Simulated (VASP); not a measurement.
# Sc (Pm-3m) in VASP: further runs

Sc is run at these levels: PBE; tasks: single point, relaxation of cell and atoms.

All numbers are computed with VASP 6.6.1; they aren't measurements. Logs are shortened: lines on timing, memory, paths and dates and some standing lists are left out, and cuts for length are marked.

### 1 The cell of the first run

It takes space group Pm-3m (No. 221, cubic). Conventional cell: a = 2.646 Å, b = 2.646 Å, c = 2.646 Å, α = 90.00°, β = 90.00°, γ = 90.00°. Sc (site symmetry m-3m) has 6 Sc at 2.65 Å within 3.5 Å.

This isn't the form of Sc at room conditions, which is hcp.

### 2 Single point, PBE

INCAR reads:

```
PREC     = Accurate       # precision mode
ENCUT    = 520            # plane-wave cutoff, eV
EDIFF    = 1E-6           # SCF threshold, eV
ISMEAR   = 0              # smearing method
SIGMA    = 0.05           # smearing width, eV
LREAL    = False          # projectors in reciprocal space
LASPH    = True           # aspherical terms in the spheres
NELM     = 100            # most SCF steps
ALGO     = Normal         # electronic algorithm
ISIF     = 2              # what is computed and relaxed
LWAVE    = False          # write WAVECAR
LCHARG   = False          # write CHGCAR
GGA      = PE             # functional
NBANDS   = 12             # bands
```

KPOINTS reads:

```
regular mesh
0
Gamma
  14 14 14
```

POSCAR reads:

```
Sc
1.0
    2.6460233746      0.0000000000      0.0000000000
    0.0000000000      2.6460233746      0.0000000000
    0.0000000000      0.0000000000      2.6460233746
Sc
1
Direct
    0.0000000000      0.0000000000      0.0000000000
```

Potentials or basis: VASP PAW PBE potentials, release 64 (Sc_sv).

Launch:

```console
$ cat potpaw_PBE.64/Sc_sv/POTCAR > POTCAR
$ mpirun -np 1 vasp_std > vasp.out
```

OUTCAR:

```text
PREC = Accurate
   ENCUT = 520
   EDIFF = 1E-6
   ISMEAR = 0
   LREAL = False
   LASPH = True
   NELM = 100
   ISIF = 2
   GGA = PE

 ion  position               nearest neighbor table
   1  0.000  0.000  0.000-

  LATTYP: Found a simple cubic cell.
 ALAT       =     2.6460233746

  Lattice vectors:

 A1 = (   2.6460233746,   0.0000000000,   0.0000000000)
 A2 = (   0.0000000000,   2.6460233746,   0.0000000000)
 A3 = (   0.0000000000,   0.0000000000,   2.6460233746)

Analysis of symmetry for initial positions (statically):
=====================================================================
 Subroutine PRICEL returns:
 Original cell was already a primitive cell.

 Routine SETGRP: Setting up the symmetry group for a
 simple cubic supercell.

 Subroutine GETGRP returns: Found 48 space group operations
 (whereof 48 operations were pure point group operations)
 out of a pool of 48 trial point group operations.

The static configuration has the point symmetry O_h .

Analysis of symmetry for dynamics (positions and initial velocities):
=====================================================================
 Subroutine PRICEL returns:
 Original cell was already a primitive cell.

 Routine SETGRP: Setting up the symmetry group for a
 simple cubic supercell.

 Subroutine GETGRP returns: Found 48 space group operations
 (whereof 48 operations were pure point group operations)
 out of a pool of 48 trial point group operations.

The dynamic configuration has the point symmetry O_h .

 Subroutine INISYM returns: Found 48 space group operations
 (whereof 48 operations are pure point group operations),
 and found     1 'primitive' translations

----------------------------------------------------------------------------------------

                                     Primitive cell

  volume of cell :      18.5260

  direct lattice vectors                    reciprocal lattice vectors
     2.646023375  0.000000000  0.000000000     0.377925611  0.000000000  0.000000000
     0.000000000  2.646023375  0.000000000     0.000000000  0.377925611  0.000000000
     0.000000000  0.000000000  2.646023375     0.000000000  0.000000000  0.377925611

  length of vectors
     2.646023375  2.646023375  2.646023375     0.377925611  0.377925611  0.377925611

  position of ions in fractional coordinates (direct lattice)
     0.000000000  0.000000000  0.000000000

  ion indices of the primitive-cell ions
   primitive index   ion index
                 1           1

----------------------------------------------------------------------------------------

 KPOINTS: regular mesh

Automatic generation of k-mesh.
 Grid dimensions read from file:
 generate k-points for:   14   14   14

 Generating k-lattice:

  Cartesian coordinates                     Fractional coordinates (reciprocal lattice)
     0.026994686  0.000000000  0.000000000     0.071428571  0.000000000  0.000000000
     0.000000000  0.026994686  0.000000000     0.000000000  0.071428571  0.000000000
     0.000000000  0.000000000  0.026994686     0.000000000  0.000000000  0.071428571

  Length of vectors
     0.026994686  0.026994686  0.026994686

  Shift w.r.t. Gamma in fractional coordinates (k-lattice)
     0.000000000  0.000000000  0.000000000

 Subroutine IBZKPT returns following result:
 ===========================================

 Found    120 irreducible k-points:

 Following reciprocal coordinates:
            Coordinates               Weight
  0.000000  0.000000  0.000000      1.000000
  0.071429  0.000000  0.000000      6.000000
  0.142857  0.000000  0.000000      6.000000
  0.214286  0.000000  0.000000      6.000000
  0.285714  0.000000  0.000000      6.000000
  0.357143  0.000000  0.000000      6.000000
[... 16 lines left out ...]
  0.285714  0.214286  0.000000     24.000000
  0.357143  0.214286  0.000000     24.000000
 [... further k-points ...]
   k-points           NKPTS =    120   k-points in BZ     NKDIM =    120   number of bands    NBANDS=     12
   number of dos      NEDOS =    301   number of ions     NIONS =      1
   total plane-waves  NPLWV =   8000
   dimension x,y,z NGX =    20 NGY =   20 NGZ =   20
   dimension x,y,z NGXF=    40 NGYF=   40 NGZF=   40
   ions per type =               1
   NGX,Y,Z   is equivalent  to a cutoff of  12.57, 12.57, 12.57 a.u.
   NGXF,Y,Z  is equivalent  to a cutoff of  25.13, 25.13, 25.13 a.u.
 SYSTEM =  unknown system
   PREC   = accura    normal or accurate (medium, high low for compatibility)
   ISTART =      0    job   : 0-new  1-cont  2-samecut
   ICHARG =      2    charge: 1-file 2-atom 10-const
   ISPIN  =      1    spin polarized calculation?
   LNONCOLLINEAR =      F non collinear calculations
   LSORBIT =      F    spin-orbit coupling
   LASPH  =      T    aspherical Exc in radial PAW
   ENCUT  =  520.0 eV  38.22 Ry    6.18 a.u.   4.92  4.92  4.92*2*pi/ulx,y,z
   NELM   =    100;   NELMIN=  2; NELMDL= -5     # of ELM steps
   EDIFF  = 0.1E-05   stopping-criterion for ELM
   LREAL  =      F    real-space projection
   EDIFFG = 0.1E-04   stopping-criterion for IOM
   NSW    =      0    number of steps for IOM
   IBRION =     -1    ionic relax: 0-MD 1-quasi-New 2-CG
   NFREE  =      0    steps in history (QN), initial steepest desc. (CG)
   ISIF   =      2    stress and relaxation
   ISYM   =      2    0-nonsym 1-usesym 2-fastsym
   POTIM  = 0.5000    time-step for ionic-motion
   TEBEG  =    0.0;   TEEND  =   0.0 temperature during run
   PSTRESS=    0.0 pullay stress
   NELECT =      11.0000    total number of electrons
   NUPDOWN=      -1.0000    fix difference up-down
   EMIN   =  10.00;   EMAX   =-10.00  energy-range for DOS
   EFERMI =   0.00;   METHOD = LEGACY
   ISMEAR =     0;   SIGMA  =   0.05  broadening in eV -4-tet -1-fermi 0-gaus
   EFERMI_NEDOS =   21; number of points for ismear=-14 and -15
   IALGO  =     38    algorithm
   IMIX   =      4    mixing-type and parameters
     AMIX     =   0.40;   BMIX     =  1.00
     AMIX_MAG =   1.60;   BMIX_MAG =  1.00
  volume/ion in A,a.u.               =      18.53       125.02
  Fermi-wavevector in a.u.,A,eV,Ry     =   1.375980  2.600225 25.760187  1.893320
  Thomas-Fermi vector in A             =   2.501266
   LORBIT       =      0    0 simple, 1 ext, 2 COOP (PROOUT), +10 PAW based schemes
   GGA     = PE    functional components
   LHFCALC =     F    Hartree Fock is set to
   AEXX    =    0.0000 exact exchange contribution
   IVDW    =     0    specifies the selected vdW correction
   LEPSILON=     F    determine dielectric tensor
   LRPA    =     F    only Hartree local field effects (RPA)
 non-spin polarized calculation
 Gauss-broadening in eV      SIGMA  =   0.05
  energy-cutoff  :      520.00
  volume of cell :       18.53
 maximum number of plane-waves:       514
 NGX is ok and might be reduce to    20
   NGX =  9   NGY =  9   NGZ =  9

 number of electron      11.0000006 magnetization

 Free energy of the ion-electron system (eV)
  ---------------------------------------------------
  ext. energy  EPLUGINS =         0.00000000
  ---------------------------------------------------
  free energy    TOTEN  =        -5.09426583 eV

  energy without entropy =       -5.09061701  energy(sigma->0) =       -5.09244142

 E-fermi :   5.7136     XC(G=0): -11.0139

 val. band max:        5.7104041166   @ k =   0.2143   0.0714   0.0000
 cond. band min:       5.7295886378   @ k =   0.3571   0.2143   0.0714
 fundamental gap:      0.0191845212
 Fermi energy:         5.7136240712

 k-point     1 :       0.0000    0.0000    0.0000
  band No.  band energies     occupation
      1     -43.4919      2.00000
      2     -21.4105      2.00000
      3     -21.4105      2.00000
      4     -21.4105      2.00000
      5       0.2113      2.00000
      6       4.7352      2.00000
      7       4.7352      2.00000
      8      11.0571      0.00000
      9      11.0571      0.00000
     10      11.0571      0.00000
     11      21.4265      0.00000
     12      21.4265      0.00000

 k-point     2 :       0.0714    0.0000    0.0000
  band No.  band energies     occupation
      1     -43.4811      2.00000
      2     -21.4852      2.00000
      3     -21.4041      2.00000
      4     -21.4041      2.00000
      5       0.3535      2.00000
      6       4.7752      2.00000
      7       4.8547      2.00000
      8      10.9019      0.00000
      9      10.9019      0.00000
     10      11.0682      0.00000
     11      20.4987      0.00000
     12      21.6702      0.00000

 k-point     3 :       0.1429    0.0000    0.0000
  band No.  band energies     occupation
      1     -43.4508      2.00000
      2     -21.6910      2.00000
      3     -21.3863      2.00000
      4     -21.3863      2.00000
      5       0.7590      2.00000
      6       4.8893      2.00000
      7       5.1872      2.00000
      8      10.4949      0.00000
      9      10.4949      0.00000
     10      11.0993      0.00000
     11      18.7679      0.00000
     12      22.3449      0.00000
[... 286 lines left out ...]
 k-point    23 :       0.2857    0.2143    0.0000
  band No.  band energies     occupation
      1     -43.2747      2.00000
      2     -22.2150      2.00000
      3     -21.8709      2.00000
      4     -21.2838      2.00000
      5       2.9492      2.00000
      6       5.6125      1.99577
      7       6.8723      0.00000
      8       8.6635      0.00000
      9       9.5896      0.00000
     10      10.2519      0.00000
     11      16.5565      0.00000
     12      19.3908      0.00000

 k-point    24 :       0.3571    0.2143    0.0000
  band No.  band energies     occupation
      1     -43.2305      2.00000
      2     -22.4762      2.00000
      3     -21.8369      2.00000
      4     -21.2584      2.00000
      5       3.5416      2.00000
      6       5.5652      1.99997
      7       6.9683      0.00000
      8       9.0129      0.00000
      9       9.1927      0.00000
     10      10.3137      0.00000
     11      15.3878      0.00000
     12      20.0776      0.00000

 [... further k-points ...]
[... 5 lines left out ...]
  --------------------------------------------------------------------------------------
  -------------------------------------------------------------------------------------
  Total        2.3381004      2.3381004      2.3381004      0.0000000      0.0000000     -0.0000000
  in kB      202.2053842    202.2053842    202.2053842      0.0000000      0.0000000     -0.0000000
  external PRESSURE =     202.2053842 kB  Pullay stress =       0.0000000 kB

 VOLUME and BASIS-vectors are now :
 -----------------------------------------------------------------------------
  energy-cutoff  :      520.00
  volume of cell :       18.53
      direct lattice vectors                 reciprocal lattice vectors
     2.646023375  0.000000000  0.000000000     0.377925611  0.000000000  0.000000000
     0.000000000  2.646023375  0.000000000     0.000000000  0.377925611  0.000000000
     0.000000000  0.000000000  2.646023375     0.000000000  0.000000000  0.377925611

 POSITION                                       TOTAL-FORCE (eV/Angst)
 -----------------------------------------------------------------------------------
      0.00000      0.00000      0.00000         0.000000      0.000000      0.000000
 -----------------------------------------------------------------------------------
    total drift:                               -0.000000      0.000000      0.000000

  FREE ENERGIE OF THE ION-ELECTRON SYSTEM (eV)
  ---------------------------------------------------
  free  energy   TOTEN  =        -5.0942658288 eV

  energy  without entropy=       -5.0906170065  energy(sigma->0) =       -5.09244142
```

Wall time 21 s (1 thread of Intel Xeon 8259CL, shared host); peak memory 0.14 GiB.

Results:

```
Free energy            : -5.0943 eV
Pressure               : 20.2 GPa
Band gap on the k mesh : zero (an odd number of electrons rules out a gap without spin polarisation)
```

Caveat: the cell stands under pressure.

### 3 Single point, PBE

This run uses another cell than the first one, of 25.96 Å³/atom.

INCAR reads:

```
SYSTEM = Sc
  ALGO = Normal
  EDIFF = 1E-7
  ENCUT = 520
  GGA = PE
  ISIF = 2
  ISMEAR = 0
  LASPH = .TRUE.
  LCHARG = .TRUE.
  LELF = .TRUE.
  LREAL = .FALSE.
  LVHAR = .TRUE.
  LWAVE = .FALSE.
  NBANDS = 12
  NELM = 80
  PREC = Accurate
  SIGMA = 0.05
```

KPOINTS reads:

```
k-points
0
G
  14 14 14
  0 0 0
```

POSCAR reads:

```
Sc
1.0
    2.9608086268      0.0000000000      0.0000000000
    0.0000000000      2.9608086268      0.0000000000
    0.0000000000      0.0000000000      2.9608086268
Sc
1
Direct
    0.0000000000      0.0000000000      0.0000000000
```

Potentials or basis: VASP PAW PBE potentials, release 64 (Sc_sv).

Launch:

```console
$ cat potpaw_PBE.64/Sc_sv/POTCAR > POTCAR
$ mpirun -np 1 vasp_std > vasp.out
```

OUTCAR:

```text
SYSTEM = Sc
   EDIFF = 1E-7
   ENCUT = 520
   GGA = PE
   ISIF = 2
   ISMEAR = 0
   LASPH = .TRUE.
   LREAL = .FALSE.
   NELM = 80
   PREC = Accurate

 ion  position               nearest neighbor table
   1  0.000  0.000  0.000-

  LATTYP: Found a simple cubic cell.
 ALAT       =     2.9608086268

  Lattice vectors:

 A1 = (   2.9608086268,   0.0000000000,   0.0000000000)
 A2 = (   0.0000000000,   2.9608086268,   0.0000000000)
 A3 = (   0.0000000000,   0.0000000000,   2.9608086268)

Analysis of symmetry for initial positions (statically):
=====================================================================
 Subroutine PRICEL returns:
 Original cell was already a primitive cell.

 Routine SETGRP: Setting up the symmetry group for a
 simple cubic supercell.

 Subroutine GETGRP returns: Found 48 space group operations
 (whereof 48 operations were pure point group operations)
 out of a pool of 48 trial point group operations.

The static configuration has the point symmetry O_h .

[... 167 lines left out ...]
  band No.  band energies     occupation
      1     -46.1778      2.00000
      2     -24.5477      2.00000
      3     -24.5477      2.00000
      4     -24.5477      2.00000
      5      -1.5174      2.00000
      6       3.0061      2.00000
      7       3.0061      2.00000
      8       7.2763      0.00000
      9       7.2763      0.00000
     10       7.2763      0.00000
     11      15.7353      0.00000
     12      15.7353      0.00000
[... 331 lines left out ...]
 k-point    24 :       0.3571    0.2143    0.0000
  band No.  band energies     occupation
      1     -46.1017      2.00000
      2     -24.9495      2.00000
      3     -24.7092      2.00000
      4     -24.4931      2.00000
      5       1.3497      2.00000
      6       3.4174      1.98980
      7       4.2975      0.00000
      8       5.7575      0.00000
      9       6.0969      0.00000
     10       6.8073      0.00000
     11      10.4001      0.00000
     12      14.4751      0.00000

 [... further k-points ...]

------------------------ aborting loop because EDIFF is reached ----------------------------------------

  FORCE on cell =-STRESS in cart. coord.  units (eV):
  Direction    XX          YY          ZZ          XY          YZ          ZX
  --------------------------------------------------------------------------------------
  -------------------------------------------------------------------------------------
  Total        0.0049848      0.0049848      0.0049848      0.0000000     -0.0000000      0.0000000
  in kB        0.3077009      0.3077009      0.3077009      0.0000000     -0.0000000      0.0000000
  external PRESSURE =       0.3077009 kB  Pullay stress =       0.0000000 kB

 VOLUME and BASIS-vectors are now :
 -----------------------------------------------------------------------------
  energy-cutoff  :      520.00
  volume of cell :       25.96
      direct lattice vectors                 reciprocal lattice vectors
     2.960808627  0.000000000  0.000000000     0.337745571  0.000000000  0.000000000
     0.000000000  2.960808627  0.000000000     0.000000000  0.337745571  0.000000000
     0.000000000  0.000000000  2.960808627     0.000000000  0.000000000  0.337745571

 POSITION                                       TOTAL-FORCE (eV/Angst)
 -----------------------------------------------------------------------------------
      0.00000      0.00000      0.00000         0.000000      0.000000      0.000000
 -----------------------------------------------------------------------------------
    total drift:                                0.000000      0.000000      0.000000

  FREE ENERGIE OF THE ION-ELECTRON SYSTEM (eV)
  ---------------------------------------------------
  free  energy   TOTEN  =        -5.4837034165 eV

  energy  without entropy=       -5.4793860610  energy(sigma->0) =       -5.48154474
```

OSZICAR:

```text
N       E                     dE             d eps       ncg     rms          rms(c)
DAV:   1     0.746147843448E+02    0.74615E+02   -0.50539E+03  2880   0.878E+02
DAV:   2    -0.456781198216E+01   -0.79183E+02   -0.77590E+02  2880   0.284E+02
DAV:   3    -0.610774909105E+01   -0.15399E+01   -0.14848E+01  3716   0.509E+01
DAV:   4    -0.613676117573E+01   -0.29012E-01   -0.28944E-01  3512   0.569E+00
DAV:   5    -0.613724800905E+01   -0.48683E-03   -0.48681E-03  3916   0.728E-01    0.505E+00
DAV:   6    -0.554204029254E+01    0.59521E+00   -0.93474E-01  4324   0.134E+01    0.128E+00
DAV:   7    -0.548826698061E+01    0.53773E-01   -0.11108E-01  4492   0.394E+00    0.494E-01
DAV:   8    -0.548397983417E+01    0.42871E-02   -0.12448E-02  3068   0.158E+00    0.152E-01
DAV:   9    -0.548370989359E+01    0.26994E-03   -0.15044E-03  4412   0.542E-01    0.346E-02
DAV:  10    -0.548370404196E+01    0.58516E-05   -0.10589E-04  4444   0.133E-01    0.567E-03
DAV:  11    -0.548370300635E+01    0.10356E-05   -0.24684E-06  4264   0.208E-02    0.170E-03
DAV:  12    -0.548370334533E+01   -0.33898E-06   -0.11633E-07  3132   0.398E-03    0.261E-04
DAV:  13    -0.548370341652E+01   -0.71198E-07   -0.81218E-09  1616   0.100E-03
   1 F= -.54837034E+01 E0= -.54815447E+01  d E =-.431736E-02
```

stdout:

```text
POSCAR found type information on POSCAR Sc
 POSCAR found :  1 types and       1 ions
 scaLAPACK will be used
 LDA part: xc-table for (Slater+PW92), standard interpolation
 POSCAR, INCAR and KPOINTS ok, starting setup
 FFT: planning ... GRIDC
 FFT: planning ... GRID_SOFT
 FFT: planning ... GRID
 WAVECAR not read
 entering main loop
```

Wall time 32 s (1 thread of Intel Xeon 8259CL, shared host); peak memory 0.16 GiB.

What came out:

| Item | Value |
| --- | --- |
| Free energy | -5.4837 eV |
| Pressure | 0.0 GPa |
| Band gap on the k mesh | zero (an odd number of electrons rules out a gap without spin polarisation) |

(Part 1 of 2 ends here.)
